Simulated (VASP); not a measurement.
Write the native input for VASP 6.6.1 that does the following.

```
Task                   : single point
Functional             : PBE
Potentials or basis    : VASP PAW PBE potentials, release 64 (Nb_sv, Te)
Cutoff                 : 520 eV
k mesh                 : 10 × 10 × 10
Occupations            : gaussian, width 0.05 eV
Spin                   : no spin polarisation
Dipole correction      : no
Further INCAR settings : ALGO = Normal; EDIFF = 1e-06; NBANDS = 16
```

The structure of NbTe lies in POSCAR:

```
NbTe
1.0
    0.0000000000      3.1846619175      3.1846619175
    3.1846619175      0.0000000000      3.1846619175
    3.1846619175      3.1846619175      0.0000000000
Nb Te
1 1
Direct
    0.0000000000      0.0000000000      0.0000000000
    0.2500000000      0.2500000000      0.2500000000
```

These files were run (other wordings do the same):

INCAR

```
SYSTEM = NbTe
PREC = Accurate
ENCUT = 520
EDIFF = 1E-6
ISMEAR = 0
SIGMA = 0.05
LREAL = .False.
LASPH = .True.
NELM = 100
ALGO = Normal
ISIF = 2
LWAVE = .False.
LCHARG = .False.
GGA = PE
NBANDS = 16
```

KPOINTS

```
regular mesh
0
Gamma
  10 10 10
  0 0 0
```

Potentials or basis: VASP PAW PBE potentials, release 64 (Nb_sv, Te).

Run with:

```sh
$ cat potpaw_PBE.64/Nb_sv/POTCAR potpaw_PBE.64/Te/POTCAR > POTCAR
$ mpirun -np 1 vasp_std > vasp.out
```

Results of the run:

- Pressure: -2.8 GPa
- Band gap on the k mesh: zero (an odd number of electrons rules out a gap without spin polarisation)

Caveat: spin-orbit coupling is left out, which moves the levels of the heavy elements; an odd number of electrons without spin polarisation forces a metal; a magnetic or distorted state may lie lower.

Wall time 24 s on 1 thread of Intel(R) Xeon(R) 6975P-C (Granite Rapids) (shared host), peak memory 0.23 GiB.
